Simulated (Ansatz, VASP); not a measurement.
**C in VASP and in Ansatz**

```xyz
2
Lattice="1.7643 1.7643 0.0000 -1.7643 1.7643 0.0000 0.0000 1.7643 1.7643" Properties=species:S:1:pos:R:3 pbc="T T T"
C     0.0000    1.7643    0.0000
C     0.8821    2.6464    0.8821
```

Alike in both runs: task single point; functional PBEsol; k mesh 12 × 12 × 12; no spin polarisation.

|  | VASP | Ansatz |
| --- | --- | --- |
| version | VASP 6.6.1 | Ansatz 0.2.0 |
| potentials or method | VASP PAW PBE potentials, release 64 (C), cutoff 520 eV | all-electron LAPW, scalar-relativistic |
| occupations | gaussian, width 0.01 eV | fixed |

```tsv
	VASP	Ansatz	Ansatz less VASP
gap on the k mesh at the Fermi level (eV)	4.11	4.12	+0.006
pressure (GPa)	11.2	10.0	-1.17
```

VASP's potentials were made for PBE, not for PBEsol. Ansatz ran all-electron here, and VASP with PAW potentials.
